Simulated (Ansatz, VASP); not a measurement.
## Si: VASP beside Ansatz

```xyz
2
Lattice="0.0000 0.0000 2.4708 2.6085 0.0000 0.0000 0.0000 4.5180 0.0000" Properties=species:S:1:pos:R:3 pbc="T T T"
Si    0.0000    0.1125    0.0000
Si    1.3042    2.1465    0.0000
```

Change from the starting cell: mode 6 (299.5 1/cm) frozen in, largest displacement +0.113 Å.

Alike in both runs: task single point; functional LDA; k mesh 24 × 22 × 14; occupations gaussian, width 0.15 eV; no spin polarisation.

|  | VASP | Ansatz |
| --- | --- | --- |
| version | VASP 6.6.1 | Ansatz 0.2.0 |
| potentials or method | VASP PAW LDA potentials, release 64 (Si), cutoff 520 eV | scalar-relativistic, plane waves, PAW |
| valence electrons in the cell | 8 | 8 |

```csv
,VASP,Ansatz,Ansatz less VASP
gap on the k mesh at the Fermi level (eV),none,none,-
pressure (GPa),3.4,3.3,-0.09
"traceless stress, the component that is largest in VASP (GPa)",-5.19,-5.22,-0.030
rms of the force components (eV/Å),0.736,0.734,-0.0023
```

LDA's correlation is that of Perdew and Zunger in VASP and of Perdew and Wang (1992) in Ansatz. Atom by atom the forces differ by 0.002 eV/Å (rms over components). A gap of «none» marks a metal or a gap that the smearing closes.
